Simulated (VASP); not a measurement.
Runs of VASP 6.6.1 on Br. The structure is that of space group Pm-3m (No. 221), or close to it. The cells are those of the table. 

| cell | gap on the mesh (eV) | pressure (GPa) |
| --- | --- | --- |
| a = 4.567 Å, 3 atoms | none | (a) |
| a = 4.658 Å, 3 atoms | none | (b) |
| a = 4.598 Å, 3 atoms | none | -3.6 |
| a = 4.628 Å, 3 atoms | none | -3.9 |
| a = 4.504 Å, 3 atoms | none | -2.4 |

Alike in all rows: task single point; level LDA; potentials or basis VASP PAW LDA potentials, release 64 (Br); no spin polarisation; k mesh 6 × 6 × 6; cutoff (eV) 500; smearing fermi-dirac 0.15 eV.

Q: Fill in the values left out.

A: (a) -3.3; (b) -4.1.

Caveats: an odd number of electrons without spin polarisation forces a metal; a magnetic or distorted state may lie lower; the cell stands under tension (at least some runs).

A k mesh can miss the band edges, and the runs leave out spin-orbit coupling on Br.

A gap of «none» marks levels without a gap at the run's occupations.
